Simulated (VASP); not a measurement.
# GdN (Fm-3m) in VASP: notebook, part 2 of 2

VASP 6.6.1. The steps go on from the part before.

## Step 4: Single point, r2SCAN+rVV10+U, collinear spin, ferrimagnetic start

POSCAR

```
GdN
1.0
    0.0000000000      2.4854716045      2.4854716045
    2.4854716045      0.0000000000      2.4854716045
    2.4854716045      2.4854716045      0.0000000000
Gd N
1 1
Direct
    0.5000000000      0.5000000000      0.5000000000
    0.0000000000      0.0000000000      0.0000000000
```

INCAR.step1

```
SYSTEM = GdN
ALGO = Normal ; EDIFF = 1E-4
ENCUT = 520 ; GGA = PE
ISMEAR = 0 ; ISPIN = 2
LASPH = .True. ; LCHARG = .False.
LDAU = .True. ; LDAUJ = 0 0
LDAUL = 3 -1 ; LDAUTYPE = 2
LDAUU = 4 0 ; LMAXMIX = 6
LREAL = .False. ; LWAVE = .True.
MAGMOM = 7.65 -0.18 ; NBANDS = 22
NELM = 150 ; PREC = Accurate
SIGMA = 0.05
```

INCAR.step2

```
SYSTEM = GdN
ALGO = Normal ; BPARAM = 11.95
CPARAM = 0.0093 ; EDIFF = 1E-6
ENCUT = 520 ; ISIF = 2
ISMEAR = 0 ; ISPIN = 2
ISTART = 1 ; IVDW_NL = 2
LASPH = .True. ; LCHARG = .False.
LDAU = .True. ; LDAUJ = 0 0
LDAUL = 3 -1 ; LDAUPRINT = 1
LDAUTYPE = 2 ; LDAUU = 4 0
LMAXMIX = 6 ; LMIXTAU = .True.
LORBIT = 11 ; LREAL = .False.
LUSE_VDW = .True. ; LWAVE = .False.
MAGMOM = 7.65 -0.18 ; METAGGA = R2SCAN
NBANDS = 22 ; NELM = 150
PREC = Accurate ; SIGMA = 0.05
```

KPOINTS

```
k-points
0
Gamma
  8 8 8
  0 0 0
```

Potentials or basis: VASP PAW PBE potentials, release 64 (Gd, N).

On the command line:

```sh
> cat potpaw_PBE.64/Gd/POTCAR potpaw_PBE.64/N/POTCAR > POTCAR
> cp INCAR.step1 INCAR
> mpirun -np 1 vasp_std > vasp.out
> cp INCAR.step2 INCAR
> mpirun -np 1 vasp_std > vasp.out
```

OUTCAR:

```text
SYSTEM = GdN
   BPARAM = 11.95
   EDIFF = 1E-6
   ENCUT = 520
   ISIF = 2
   ISMEAR = 0
   ISPIN = 2
   ISTART = 1
   IVDW_NL = 2
   LASPH = .True.
   LORBIT = 11
   LREAL = .False.
   METAGGA = R2SCAN
   NELM = 150
   PREC = Accurate

 ion  position               nearest neighbor table
   1  0.500  0.500  0.500-   2 2.49   2 2.49   2 2.49   2 2.49   2 2.49   2 2.49
   2  0.000  0.000  0.000-   1 2.49   1 2.49   1 2.49   1 2.49   1 2.49   1 2.49

  LATTYP: Found a face centered cubic cell.
 ALAT       =     4.9709432090

  Lattice vectors:

 A1 = (   0.0000000000,   2.4854716045,   2.4854716045)
 A2 = (   2.4854716045,   0.0000000000,   2.4854716045)
 A3 = (   2.4854716045,   2.4854716045,   0.0000000000)

Analysis of symmetry for initial positions (statically):
=====================================================================
 Subroutine PRICEL returns:
 Original cell was already a primitive cell.

[... 235 lines left out ...]
 fundamental gap:      0.2821145951
 Fermi energy:         3.7695358997

 spin component 1

 k-point     1 :       0.0000    0.0000    0.0000
  band No.  band energies     occupation
      1     -41.5351      1.00000
      2     -17.8494      1.00000
      3     -17.8493      1.00000
      4     -17.8493      1.00000
      5      -9.9542      1.00000
      6      -1.9911      1.00000
[... 1193 lines left out ...]
     21      16.5804      0.00000
     22      17.8531      0.00000

 [... further k-points ...]
[... 5 lines left out ...]
  --------------------------------------------------------------------------------------
  -------------------------------------------------------------------------------------
  Total        0.0600192      0.0600192      0.0600192      0.0000000      0.0000000     -0.0000000
  in kB        3.1314429      3.1314429      3.1314429      0.0000000      0.0000000     -0.0000000
  external PRESSURE =       3.1314429 kB  Pullay stress =       0.0000000 kB

 VOLUME and BASIS-vectors are now :
 -----------------------------------------------------------------------------
  energy-cutoff  :      520.00
  volume of cell :       30.71
      direct lattice vectors                 reciprocal lattice vectors
     0.000000000  2.485471604  2.485471604    -0.201169065  0.201169065  0.201169065
     2.485471604  0.000000000  2.485471604     0.201169065 -0.201169065  0.201169065
     2.485471604  2.485471604  0.000000000     0.201169065  0.201169065 -0.201169065

 POSITION                                       TOTAL-FORCE (eV/Angst)
 -----------------------------------------------------------------------------------
      2.48547      2.48547      2.48547         0.000000      0.000000      0.000000
      0.00000      0.00000      0.00000        -0.000000     -0.000000     -0.000000
 -----------------------------------------------------------------------------------
    total drift:                                0.000000      0.000000      0.000000

  FREE ENERGIE OF THE ION-ELECTRON SYSTEM (eV)
  ---------------------------------------------------
  free  energy   TOTEN  =       -53.0534289012 eV

  energy  without entropy=      -53.0534287382  energy(sigma->0) =      -53.05342882

 total charge

# of ion       s       p       d       f       tot
--------------------------------------------------
    1        2.040   5.696   0.523   6.975  15.234
    2        1.253   2.422   0.000   0.000   3.675
--------------------------------------------------
tot          3.293   8.118   0.523   6.975  18.909

 magnetization (x)

# of ion       s       p       d       f       tot
--------------------------------------------------
    1       -0.011  -0.133   0.079   6.890   6.825
    2       -0.012  -0.125   0.000   0.000  -0.137
--------------------------------------------------
tot         -0.023  -0.257   0.079   6.890   6.688
```

OUTCAR.step1:

```text
SYSTEM = GdN
   EDIFF = 1E-4
   ENCUT = 520
   GGA = PE
   ISMEAR = 0
   ISPIN = 2
[... 1447 lines left out ...]
      2.48547      2.48547      2.48547        -0.000000      0.000000      0.000000
      0.00000      0.00000      0.00000         0.000000     -0.000000      0.000000
 -----------------------------------------------------------------------------------
    total drift:                                0.000000      0.000000      0.000000

  FREE ENERGIE OF THE ION-ELECTRON SYSTEM (eV)
  ---------------------------------------------------
  free  energy   TOTEN  =       -22.9150676293 eV

  energy  without entropy=      -22.9146687152  energy(sigma->0) =      -22.91486817
```

Wall time 2.2 min (1 thread of AMD EPYC 9R45 (Zen 5), shared host); peak memory 0.27 GiB.

What came out:

- Free energy: -53.0534 eV
- Pressure: 0.3 GPa
- Band gap on the k mesh: zero (filled and empty bands overlap)
- Net moment: 7.00 μB per cell
- Site moments: Gd +6.83; N -0.14 μB
- Valence electrons inside the program's atomic spheres: Gd 15.23; N 3.67

Eigenvalues of the final occupation matrices:
```tsv
site	spin	trace	eigenvalues
site 1 f	1	6.94	0.99 0.99 0.99 0.99 0.99 0.99 0.99
site 1 f	2	0.04	0.00 0.00 0.00 0.00 0.01 0.01 0.01
```

Caveat: the PAW data sets were made with another functional, which shifts forces and pressure a little; spin-orbit coupling is left out, which moves the levels of the heavy elements; a cell with one magnetic atom can't hold antiferromagnetic order, which such compounds often take. The state reached can hang on the start; a lower one may exist.

## Step 5: Single point, r2SCAN+D4+U, collinear spin, ferrimagnetic start

POSCAR

```
GdN
1.0
    0.0000000000      2.4860556452      2.4860556452
    2.4860556452      0.0000000000      2.4860556452
    2.4860556452      2.4860556452      0.0000000000
Gd N
1 1
Direct
    0.5000000000      0.5000000000      0.5000000000
    0.0000000000      0.0000000000      0.0000000000
```

INCAR.step1

```
SYSTEM = GdN
PREC = Accurate
ENCUT = 520
ISMEAR = 0
SIGMA = 0.05
LREAL = .FALSE.
LASPH = .TRUE.
NELM = 150
ISPIN = 2
MAGMOM = 7.65 -0.18
LMAXMIX = 6
LDAU = .TRUE.
LDAUTYPE = 2
LDAUL = 3 -1
LDAUU = 4 0
LDAUJ = 0 0
NBANDS = 22
GGA = PE
ALGO = Normal
EDIFF = 1E-4
LWAVE = .TRUE.
LCHARG = .FALSE.
```

INCAR.step2

```
SYSTEM = GdN
PREC = Accurate
ENCUT = 520
EDIFF = 1E-7
ISMEAR = 0
SIGMA = 0.05
LREAL = .FALSE.
LASPH = .TRUE.
NELM = 150
ALGO = Normal
ISIF = 2
LWAVE = .FALSE.
LCHARG = .TRUE.
ISPIN = 2
MAGMOM = 7.65 -0.18
LORBIT = 11
LMAXMIX = 6
LDAU = .TRUE.
LDAUTYPE = 2
LDAUL = 3 -1
LDAUU = 4 0
LDAUJ = 0 0
LDAUPRINT = 1
METAGGA = R2SCAN
LMIXTAU = .TRUE.
IVDW = 13
LELF = .TRUE.
LVHAR = .TRUE.
NBANDS = 22
VDW_S6 = 1.0
VDW_S8 = 0.6018749
VDW_A1 = 0.51559235
VDW_A2 = 5.77342911
ISTART = 1
```

KPOINTS

```
regular mesh
0
G
  8 8 8
  0 0 0
```

Potentials or basis: VASP PAW PBE potentials, release 64 (Gd, N).

On the command line:

```sh
> cat potpaw_PBE.64/Gd/POTCAR potpaw_PBE.64/N/POTCAR > POTCAR
> cp INCAR.step1 INCAR
> mpirun -np 1 vasp_std > vasp.out
> cp INCAR.step2 INCAR
> mpirun -np 1 vasp_std > vasp.out
```

OUTCAR:

```text
SYSTEM = GdN
   PREC = Accurate
   ENCUT = 520
   EDIFF = 1E-7
   ISMEAR = 0
   LREAL = .FALSE.
   LASPH = .TRUE.
   NELM = 150
   ISIF = 2
   ISPIN = 2
   LORBIT = 11
   METAGGA = R2SCAN
   IVDW = 13
   ISTART = 1

 ion  position               nearest neighbor table
   1  0.500  0.500  0.500-   2 2.49   2 2.49   2 2.49   2 2.49   2 2.49   2 2.49
   2  0.000  0.000  0.000-   1 2.49   1 2.49   1 2.49   1 2.49   1 2.49   1 2.49

  LATTYP: Found a face centered cubic cell.
 ALAT       =     4.9721112904

  Lattice vectors:

 A1 = (   0.0000000000,   2.4860556452,   2.4860556452)
 A2 = (   2.4860556452,   0.0000000000,   2.4860556452)
 A3 = (   2.4860556452,   2.4860556452,   0.0000000000)

Analysis of symmetry for initial positions (statically):
=====================================================================
 Subroutine PRICEL returns:
 Original cell was already a primitive cell.

 Routine SETGRP: Setting up the symmetry group for a
 face centered cubic supercell.

 Subroutine GETGRP returns: Found 48 space group operations
 (whereof 48 operations were pure point group operations)
 out of a pool of 48 trial point group operations.

The static configuration has the point symmetry O_h .

Analysis of symmetry for dynamics (positions and initial velocities):
=====================================================================
 Subroutine PRICEL returns:
 Original cell was already a primitive cell.

 Routine SETGRP: Setting up the symmetry group for a
 face centered cubic supercell.

 Subroutine GETGRP returns: Found 48 space group operations
 (whereof 48 operations were pure point group operations)
 out of a pool of 48 trial point group operations.

The dynamic configuration has the point symmetry O_h .
[... 195 lines left out ...]
  o =  0.9927  v =  0.0000  0.0000  0.0000 -0.0212  0.6122 -0.0000 -0.7904  0.0000  0.0000  0.0000  0.0000  0.0000  0.0000  0.0000      0.0000  0.0000  0.0000  0.0000  0.0000  0.0000  0.0000  0.0000  0.0000  0.0000  0.0000  0.0000  0.0000  0.0000

 number of electron      23.0000006 magnetization       7.0000010

 Free energy of the ion-electron system (eV)
  ---------------------------------------------------
  ext. energy  EPLUGINS =         0.00000000
  ---------------------------------------------------
  free energy    TOTEN  =       -53.60842320 eV

  energy without entropy =      -53.60842316  energy(sigma->0) =      -53.60842318

 E-fermi :   3.8003     XC(G=0): -12.2884

 val. band max:        3.6423891025   @ k =   0.1250   0.1250   0.0000
 cond. band min:       3.9524064569   @ k =   0.3750   0.3750   0.0000
 fundamental gap:      0.3100173544
 Fermi energy:         3.8002603805

 spin component 1

 k-point     1 :       0.0000    0.0000    0.0000
  band No.  band energies     occupation
      1     -41.5564      1.00000
      2     -17.8669      1.00000
      3     -17.8668      1.00000
      4     -17.8668      1.00000
      5      -9.9323      1.00000
      6      -2.0031      1.00000
[... 1193 lines left out ...]
     21      16.6010      0.00000
     22      17.8850      0.00000

 [... further k-points ...]

------------------------ aborting loop because EDIFF is reached ----------------------------------------

  DFT-D4 for vdW energy calculation

  Edisp (eV):   -0.24585

  FORCE on cell =-STRESS in cart. coord.  units (eV):
  Direction    XX          YY          ZZ          XY          YZ          ZX
  --------------------------------------------------------------------------------------
  -------------------------------------------------------------------------------------
  Total       0.03010     0.03010     0.03010    -0.00000     0.00000    -0.00000
  in kB       1.56921     1.56921     1.56921    -0.00000     0.00000    -0.00000
  external pressure =        1.57 kB  Pullay stress =        0.00 kB

 VOLUME and BASIS-vectors are now :
 -----------------------------------------------------------------------------
  energy-cutoff  :      520.00
  volume of cell :       30.73
      direct lattice vectors                 reciprocal lattice vectors
     0.000000000  2.486055645  2.486055645    -0.201121806  0.201121806  0.201121806
     2.486055645  0.000000000  2.486055645     0.201121806 -0.201121806  0.201121806
     2.486055645  2.486055645  0.000000000     0.201121806  0.201121806 -0.201121806

 POSITION                                       TOTAL-FORCE (eV/Angst)
 -----------------------------------------------------------------------------------
      2.48606      2.48606      2.48606         0.000000      0.000000     -0.000000
      0.00000      0.00000      0.00000        -0.000000     -0.000000      0.000000
 -----------------------------------------------------------------------------------
    total drift:                                0.000000      0.000000      0.000000

  FREE ENERGIE OF THE ION-ELECTRON SYSTEM (eV)
  ---------------------------------------------------
  free  energy   TOTEN  =       -53.8542687853 eV

  energy  without entropy=      -53.8542687531  energy(sigma->0) =      -53.85426877

 total charge

# of ion       s       p       d       f       tot
--------------------------------------------------
    1        2.040   5.698   0.523   6.975  15.236
    2        1.254   2.426   0.000   0.000   3.679
--------------------------------------------------
tot          3.293   8.124   0.523   6.975  18.915

 magnetization (x)

# of ion       s       p       d       f       tot
--------------------------------------------------
    1       -0.011  -0.133   0.079   6.890   6.825
    2       -0.012  -0.124   0.000   0.000  -0.136
--------------------------------------------------
tot         -0.023  -0.257   0.079   6.890   6.689
```

OUTCAR.step1:

```text
SYSTEM = GdN
   PREC = Accurate
   ENCUT = 520
   ISMEAR = 0
   LREAL = .FALSE.
   LASPH = .TRUE.
[... 1447 lines left out ...]
      2.48606      2.48606      2.48606        -0.000000      0.000000     -0.000000
      0.00000      0.00000      0.00000         0.000000     -0.000000      0.000000
 -----------------------------------------------------------------------------------
    total drift:                                0.000000      0.000000      0.000000

  FREE ENERGIE OF THE ION-ELECTRON SYSTEM (eV)
  ---------------------------------------------------
  free  energy   TOTEN  =       -22.9154265500 eV

  energy  without entropy=      -22.9150335849  energy(sigma->0) =      -22.91523007
```

It took 2.4 min on 1 thread of AMD EPYC 9R45 (Zen 5), shared host; peak memory 0.18 GiB.

Results:

- Free energy: -53.8543 eV
- Pressure: 0.2 GPa
- Band gap on the k mesh: zero (filled and empty bands overlap)
- Net moment: 7.00 μB per cell
- Site moments: Gd +6.83; N -0.14 μB
- Valence electrons inside the program's atomic spheres: Gd 15.24; N 3.68
- Dispersion energy per atom: -0.123 eV

Eigenvalues of the final occupation matrices:
```
    site  spin  trace                         eigenvalues
site 1 f     1   6.94  0.99 0.99 0.99 0.99 0.99 0.99 0.99
site 1 f     2   0.04  0.00 0.00 0.00 0.00 0.01 0.01 0.01
```

Caveat: the PAW data sets were made with another functional, which shifts forces and pressure a little; spin-orbit coupling is left out, which moves the levels of the heavy elements; a cell with one magnetic atom can't hold antiferromagnetic order, which such compounds often take; pairwise dispersion overbinds metals, which lowers pressure and volume. The state reached can hang on the start; a lower one may exist.

## Step 6: Summary

```csv
level,cell,gap on the mesh (eV),pressure (GPa),moment (μB)
r2SCAN+rVV10+U,"a = 3.514 Å, angles 60.0°, 2 atoms",none,0.5,7.00
r2SCAN+D4+U,"a = 3.515 Å, angles 60.0°, 2 atoms",none,0.3,7.00
r2SCAN+rVV10+U,"a = 3.515 Å, angles 60.0°, 2 atoms",none,0.3,7.00
r2SCAN+D4+U,"a = 3.516 Å, angles 60.0°, 2 atoms",none,0.2,7.00
```

Alike in all rows: task single point; potentials or basis VASP PAW PBE potentials, release 64 (Gd, N); spin collinear, ferrimagnetic start; Gd f U = 4.0 eV; k mesh 8 × 8 × 8; cutoff (eV) 520; smearing gaussian 0.05 eV.

Every run on the cell as given and a fine mesh finds a metal. The pressure there spans 0.2 GPa (r2SCAN+D4+U) to 0.5 GPa (r2SCAN+rVV10+U); a positive pressure means that this level wants a larger cell, a negative one a smaller.

Caveats: the PAW data sets were made with another functional, which shifts forces and pressure a little; spin-orbit coupling is left out, which moves the levels of the heavy elements; a cell with one magnetic atom can't hold antiferromagnetic order, which such compounds often take; pairwise dispersion overbinds metals, which lowers pressure and volume (some runs).

Absolute energies hang on the potentials; compare differences alone.
